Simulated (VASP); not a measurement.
# BN (P6_3mc) in VASP: a series of runs

The runs below take BN through single point, with PBE.

All numbers are computed with VASP 6.6.1; they aren't measurements. Logs are shortened: lines on timing, memory, paths and dates and some standing lists are left out, and cuts for length are marked.

## Step 1: The cell of the first run

Symmetry: P6_3mc, No. 186, hexagonal system. The conventional cell has a = 2.544 Å, b = 2.544 Å, c = 4.334 Å, α = 90.00°, β = 90.00°, γ = 120.00°. Within 2.1 Å of B (site symmetry 3m) lie 4 N at 1.56 to 1.63 Å. N (site symmetry 3m) has 4 B at 1.56 to 1.63 Å within 2.1 Å.

## Step 2: Single point, PBE (uniaxial z strain +3.0%)

Input file INCAR:

```
PREC     = Accurate       # precision mode
ENCUT    = 520            # plane-wave cutoff, eV
EDIFF    = 1E-6           # SCF threshold, eV
ISMEAR   = -1             # smearing method
SIGMA    = 0.02           # smearing width, eV
LREAL    = F              # projectors in reciprocal space
LASPH    = T              # aspherical terms in the spheres
NELM     = 100            # most SCF steps
ALGO     = Normal         # electronic algorithm
ISIF     = 2              # what is computed and relaxed
LWAVE    = F              # write WAVECAR
LCHARG   = F              # write CHGCAR
GGA      = PE             # functional
NBANDS   = 16             # bands
```

Input file KPOINTS:

```
Automatic mesh
0
Gamma
  12 12 6
```

Input file POSCAR:

```
BN
1.0
    2.5439499996      0.0000000000      0.0000000000
   -1.2719749998      2.2031253256      0.0000000000
    0.0000000000      0.0000000000      4.3340498018
B N
2 2
Direct
    0.3333333333      0.6666666667     -0.0004863536
    0.6666666667      0.3333333333      0.4995136464
    0.3333333333      0.6666666667      0.3754863536
    0.6666666667      0.3333333333      0.8754863536
```

Potentials or basis: VASP PAW PBE potentials, release 64 (B, N).

Command:

```
$ cat potpaw_PBE.64/B/POTCAR potpaw_PBE.64/N/POTCAR > POTCAR
$ mpirun -np 1 vasp_std > vasp.out
```

OUTCAR:

```text
PREC = Accurate
   ENCUT = 520
   EDIFF = 1E-6
   ISMEAR = -1
   LREAL = F
   LASPH = T
   NELM = 100
   ISIF = 2
   GGA = PE

 ion  position               nearest neighbor table
   1  0.333  0.667  1.000-   4 1.56   4 1.56   4 1.56   3 1.63
   2  0.667  0.333  0.500-   3 1.56   3 1.56   3 1.56   4 1.63
   3  0.333  0.667  0.375-   2 1.56   2 1.56   2 1.56   1 1.63
   4  0.667  0.333  0.875-   1 1.56   1 1.56   1 1.56   2 1.63

  LATTYP: Found a hexagonal cell.
 ALAT       =     2.5439499996
 C/A-ratio  =     1.7036694127

  Lattice vectors:

 A1 = (   2.5439499996,   0.0000000000,   0.0000000000)
 A2 = (  -1.2719749998,   2.2031253256,   0.0000000000)
 A3 = (   0.0000000000,   0.0000000000,   4.3340498018)

Analysis of symmetry for initial positions (statically):
=====================================================================
 Subroutine PRICEL returns:
 Original cell was already a primitive cell.

 Routine SETGRP: Setting up the symmetry group for a
 hexagonal supercell.

 Subroutine GETGRP returns: Found 12 space group operations
 (whereof  6 operations were pure point group operations)
 out of a pool of 24 trial point group operations.

The static configuration has the point symmetry C_3v.
 The point group associated with its full space group is C_6v.

Analysis of symmetry for dynamics (positions and initial velocities):
=====================================================================
 Subroutine PRICEL returns:
 Original cell was already a primitive cell.

 Routine SETGRP: Setting up the symmetry group for a
 hexagonal supercell.

 Subroutine GETGRP returns: Found 12 space group operations
 (whereof  6 operations were pure point group operations)
 out of a pool of 24 trial point group operations.

The dynamic configuration has the point symmetry C_3v.
 The point group associated with its full space group is C_6v.

 Subroutine INISYM returns: Found 12 space group operations
 (whereof  6 operations are pure point group operations),
 and found     1 'primitive' translations

----------------------------------------------------------------------------------------

                                     Primitive cell

  volume of cell :      24.2908

[... 85 lines left out ...]
   ICHARG =      2    charge: 1-file 2-atom 10-const
   ISPIN  =      1    spin polarized calculation?
   LNONCOLLINEAR =      F non collinear calculations
   LSORBIT =      F    spin-orbit coupling
   LASPH  =      T    aspherical Exc in radial PAW
   ENCUT  =  520.0 eV  38.22 Ry    6.18 a.u.   4.73  4.73  8.06*2*pi/ulx,y,z
   NELM   =    100;   NELMIN=  2; NELMDL= -5     # of ELM steps
   EDIFF  = 0.1E-05   stopping-criterion for ELM
   LREAL  =      F    real-space projection
   EDIFFG = 0.1E-04   stopping-criterion for IOM
   NSW    =      0    number of steps for IOM
   IBRION =     -1    ionic relax: 0-MD 1-quasi-New 2-CG
   NFREE  =      0    steps in history (QN), initial steepest desc. (CG)
   ISIF   =      2    stress and relaxation
   ISYM   =      2    0-nonsym 1-usesym 2-fastsym
   POTIM  = 0.5000    time-step for ionic-motion
   TEBEG  =    0.0;   TEEND  =   0.0 temperature during run
   PSTRESS=    0.0 pullay stress
   NELECT =      16.0000    total number of electrons
   NUPDOWN=      -1.0000    fix difference up-down
   EMIN   =  10.00;   EMAX   =-10.00  energy-range for DOS
   EFERMI =   0.00;   METHOD = LEGACY
   ISMEAR =    -1;   SIGMA  =   0.02  broadening in eV -4-tet -1-fermi 0-gaus
   EFERMI_NEDOS =   21; number of points for ismear=-14 and -15
   IALGO  =     38    algorithm
   IMIX   =      4    mixing-type and parameters
     AMIX     =   0.40;   BMIX     =  1.00
     AMIX_MAG =   1.60;   BMIX_MAG =  1.00
  volume/ion in A,a.u.               =       6.07        40.98
  Fermi-wavevector in a.u.,A,eV,Ry     =   1.424408  2.691740 27.605362  2.028937
  Thomas-Fermi vector in A             =   2.544902
   LORBIT       =      0    0 simple, 1 ext, 2 COOP (PROOUT), +10 PAW based schemes
   GGA     = PE    functional components
   LHFCALC =     F    Hartree Fock is set to
   AEXX    =    0.0000 exact exchange contribution
   IVDW    =     0    specifies the selected vdW correction
   LEPSILON=     F    determine dielectric tensor
   LRPA    =     F    only Hartree local field effects (RPA)
 non-spin polarized calculation
  energy-cutoff  :      520.00
  volume of cell :       24.29
 maximum number of plane-waves:       671
 NGX is ok and might be reduce to    20
   NGX =  9   NGY =  9   NGZ = 17

 number of electron      16.0000002 magnetization

 Free energy of the ion-electron system (eV)
  ---------------------------------------------------
  ext. energy  EPLUGINS =         0.00000000
  ---------------------------------------------------
  free energy    TOTEN  =       -34.78527826 eV

  energy without entropy =      -34.78527826  energy(sigma->0) =      -34.78527826

 E-fermi :   7.6736     XC(G=0): -12.6780

 val. band max:        7.2126905617   @ k =   0.0000   0.0000   0.0000
 cond. band min:      12.4381640157   @ k =   0.3333   0.3333   0.0000
 fundamental gap:      5.2254734539
 Fermi energy:         7.6736217636

 k-point     1 :       0.0000    0.0000    0.0000
  band No.  band energies     occupation
      1     -12.8791      2.00000
      2      -9.1091      2.00000
      3      -3.4780      2.00000
      4       5.3689      2.00000
      5       5.3689      2.00000
      6       6.9248      2.00000
[... 433 lines left out ...]
      3      -1.3148      2.00000
      4      -0.0285      2.00000
      5       1.2543      2.00000
      6       3.1982      2.00000
[... 8 lines left out ...]
     15      22.9657      0.00000
     16      23.0577      0.00000

 [... further k-points ...]
[... 5 lines left out ...]
  --------------------------------------------------------------------------------------
  -------------------------------------------------------------------------------------
  Total        0.4956183      0.4956183     -3.5005735      0.0000000      0.0000000     -0.0000000
  in kB       32.6901024     32.6901024   -230.8915859      0.0000000      0.0000000     -0.0000000
  external PRESSURE =     -55.1704603 kB  Pullay stress =       0.0000000 kB

 VOLUME and BASIS-vectors are now :
 -----------------------------------------------------------------------------
  energy-cutoff  :      520.00
  volume of cell :       24.29
      direct lattice vectors                 reciprocal lattice vectors
     2.543950000  0.000000000  0.000000000     0.393089487  0.226950321  0.000000000
    -1.271975000  2.203125326  0.000000000     0.000000000  0.453900642  0.000000000
     0.000000000  0.000000000  4.334049802     0.000000000  0.000000000  0.230731082

 POSITION                                       TOTAL-FORCE (eV/Angst)
 -----------------------------------------------------------------------------------
     -0.00000      1.46875      4.33194        -0.000000      0.000000      0.056064
      1.27197      0.73438      2.16492         0.000000     -0.000000      0.056064
     -0.00000      1.46875      1.62738        -0.000000      0.000000     -0.056064
      1.27197      0.73438      3.79440         0.000000     -0.000000     -0.056064
 -----------------------------------------------------------------------------------
    total drift:                               -0.000000      0.000000     -0.000378

  FREE ENERGIE OF THE ION-ELECTRON SYSTEM (eV)
  ---------------------------------------------------
  free  energy   TOTEN  =       -34.7852782634 eV

  energy  without entropy=      -34.7852782634  energy(sigma->0) =      -34.78527826
```

stdout:

```text
POSCAR found type information on POSCAR B N
 POSCAR found :  2 types and       4 ions
 scaLAPACK will be used
 LDA part: xc-table for (Slater+PW92), standard interpolation
 POSCAR, INCAR and KPOINTS ok, starting setup
 FFT: planning ... GRIDC
 FFT: planning ... GRID_SOFT
 FFT: planning ... GRID
 WAVECAR not read
 entering main loop
```

It took 48 s on 1 thread of Intel Xeon 8259CL, shared host; peak memory 0.14 GiB.

What came out:

```yaml
Free_energy: -34.7853 eV
Pressure: -5.5 GPa
Largest_force: 0.056 eV/Å
Band_gap_on_the_k_mesh: 5.23 eV (least direct gap 7.46 eV)
```

Forces on the atoms (eV/Å):
```
B    0.000  0.000  0.056
B    0.000  0.000  0.056
N    0.000  0.000 -0.056
N    0.000  0.000 -0.056
```

Caveat: the cell differs from its parent crystal (uniaxial z strain +3.0%); the cell stands under tension. A k mesh can miss the band edges.

## Step 3: Single point, PBE (uniaxial z strain +4.0%)

Input file INCAR:

```
PREC = Accurate ; ENCUT = 520
EDIFF = 1E-6 ; ISMEAR = -1
SIGMA = 0.02 ; LREAL = F
LASPH = T ; NELM = 80
ALGO = Normal ; ISIF = 2
LWAVE = F ; LCHARG = T
GGA = PE ; LELF = T
LVHAR = T ; NBANDS = 16
```

Input file KPOINTS:

```
regular mesh
0
Gamma
  12 12 6
```

Input file POSCAR:

```
BN
1.0
    2.5439499996      0.0000000000      0.0000000000
   -1.2719749998      2.2031253256      0.0000000000
    0.0000000000      0.0000000000      4.3761279552
B N
2 2
Direct
    0.3333333333      0.6666666667     -0.0009744027
    0.6666666667      0.3333333333      0.4990255973
    0.3333333333      0.6666666667      0.3759744027
    0.6666666667      0.3333333333      0.8759744027
```

Potentials or basis: VASP PAW PBE potentials, release 64 (B, N).

Command:

```
$ cat potpaw_PBE.64/B/POTCAR potpaw_PBE.64/N/POTCAR > POTCAR
$ mpirun -np 1 vasp_std > vasp.out
```

It took 52 s on 1 thread of Intel Xeon 8259CL, shared host; peak memory 0.15 GiB.

It converged, with:

```
Free energy            : -34.7454 eV
Pressure               : -8.4 GPa
Largest force          : 0.069 eV/Å
Band gap on the k mesh : 5.27 eV (least direct gap 7.08 eV)
```

Forces on the atoms (eV/Å):
```
B    0.000  0.000  0.069
B    0.000  0.000  0.069
N    0.000  0.000 -0.069
N    0.000  0.000 -0.069
```

Stress tensor (GPa, compression positive):
```
  2.77   0.00   0.00
  0.00   2.77   0.00
  0.00   0.00 -30.66
```

Levels at points of the mesh, in eV from the valence-band top:
```csv
k point,band 4,band 5,band 6,band 7,band 8,band 9,band 10,band 11,band 12,band 13
"(0.00, 0.00, 0.00)",-1.75,-1.75,-0.27,0.00,0.00,7.08,8.64,8.64,9.88,10.78
"(0.50, 0.00, 0.00)",-7.91,-6.53,-4.59,-4.04,-2.20,6.98,7.65,10.86,11.00,11.83
"(0.00, 0.00, 0.50)",-5.82,-0.96,-0.96,-0.96,-0.96,9.67,9.67,10.01,10.01,10.01
"(0.50, 0.00, 0.50)",-9.72,-3.55,-3.55,-3.53,-3.53,6.31,6.31,9.65,9.65,14.09
```

Caveat: the cell differs from its parent crystal (uniaxial z strain +4.0%); the cell stands under tension. A k mesh can miss the band edges.
